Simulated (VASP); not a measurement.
Sb:

```
Sb
1.0
     3.16000    0.00000    0.00000
     0.00000    3.16000    0.00000
     0.00000    0.00000    3.16000
Sb
1
Direct
  0.00000 0.00000 0.00000
```

| Property | Result |
| --- | --- |
| Program | VASP 6.6.1 |
| Task | relaxation of cell and atoms |
| Functional | PBE-based screened hybrid |
| Potentials or basis | VASP PAW PBE potentials, release 64 (Sb) |
| Cutoff | 600 eV |
| k mesh | 4 × 4 × 4 |
| Occupations | fermi-dirac, width 0.05 eV |
| Spin | no spin polarisation |

At the start: pressure -5.8 GPa; volume 31.55 Å³/atom.

Task: How do energy, volume and symmetry change on relaxing?

Result: Over 3 steps the energy falls by 70.2 meV/atom and the volume is 28.13 Å³/atom (-10.9 %); space group Pm-3m (No. 221, to 0.05 Å).

Step by step:
| step | energy change (eV) | largest force (eV/Å) | pressure (GPa) | volume (Å³) |
| --- | --- | --- | --- | --- |
| 1 | 0.0000 | 0.0000 | -5.83 | 31.55 |
| 2 | -0.0506 | 0.0000 | 4.35 | 26.59 |
| 3 | -0.0702 | 0.0000 | 0.00 | 28.13 |

Final structure:
```yaml
crystal:
  lattice:
    - [3.04130, 0.00000, 0.00000]
    - [0.00000, 3.04130, 0.00000]
    - [0.00000, 0.00000, 3.04130]
  atoms:
    - { symbol: Sb, position: [0.00000, 0.00000, 0.00000] }
```

Caveat: the k points lie up to 0.52 Å⁻¹ apart in the final cell; the PAW data sets were made with another functional, which shifts forces and pressure a little; the volume moved by -11 % from the deposited cell, more than functionals usually miss.
